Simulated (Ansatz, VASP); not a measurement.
## Ge in VASP and in Ansatz

```xyz
4
Lattice="4.1008 0.0000 0.0000 -2.0504 3.5514 0.0000 0.0000 0.0000 5.9994" Properties=species:S:1:pos:R:3 pbc="T T T"
Ge    0.0000    0.0000    0.4269
Ge    0.0000    0.0000    3.4265
Ge    0.0000    2.3676    4.9264
Ge    2.0504    1.1838    1.9267
```

Change from the starting cell: strain +0.080 along x and y, -0.040 along z, atoms carried along.

Alike in both runs: task single point; functional PBEsol; k mesh 12 × 12 × 8; occupations gaussian, width 0.15 eV; no spin polarisation.

|  | VASP | Ansatz |
| --- | --- | --- |
| version | VASP 6.6.1 | Ansatz 0.2.0 |
| potentials or method | VASP PAW PBE potentials, release 64 (Ge_d), cutoff 520 eV | scalar-relativistic, plane waves, PAW |
| valence electrons in the cell | 56 | 56 |

```tsv
	VASP	Ansatz	Ansatz less VASP
gap on the k mesh at the Fermi level (eV)	none	none	-
pressure (GPa)	-5.0	-5.0	-0.08
traceless stress, the component that is largest in VASP (GPa)	1.35	1.35	-0.009
```

VASP's potentials were made for PBE, not for PBEsol. A gap of «none» marks a metal or a gap that the smearing closes.
